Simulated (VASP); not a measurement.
## Li: single point with PBE

The system is Li.

```
Li
1.0
    -1.68446    1.68446    1.75465
     1.68446   -1.68446    1.75465
     1.68446    1.68446   -1.75465
Li
1
Direct
  0.00000 0.00000 0.00000
```

- Program: VASP 6.6.1
- Task: single point
- Functional: PBE
- Potentials or basis: VASP PAW PBE potentials, release 64 (Li_sv)
- Cutoff: 750 eV
- k mesh: 9 × 9 × 9
- Occupations: fermi-dirac, width 0.05 eV
- Spin: no spin polarisation

```yaml
Pressure: 0.1 GPa
Band_gap_on_the_k_mesh: zero (an odd number of electrons rules out a gap without spin polarisation)
```

Stress tensor (GPa, compression positive):
```
0.07 0.00 0.00
0.00 0.07 0.00
0.00 0.00 0.23
```

Levels at points of the mesh, in eV from the Fermi level:
```tsv
k point	band 1	band 2	band 3	band 4	band 5	band 6
(0.00, 0.00, 0.00)	-46.50	-3.61	14.65	14.83	14.83	19.28
```

It took 11 s on 1 thread of Intel Xeon 8259CL, with other jobs on the host, peak memory 0.15 GiB.
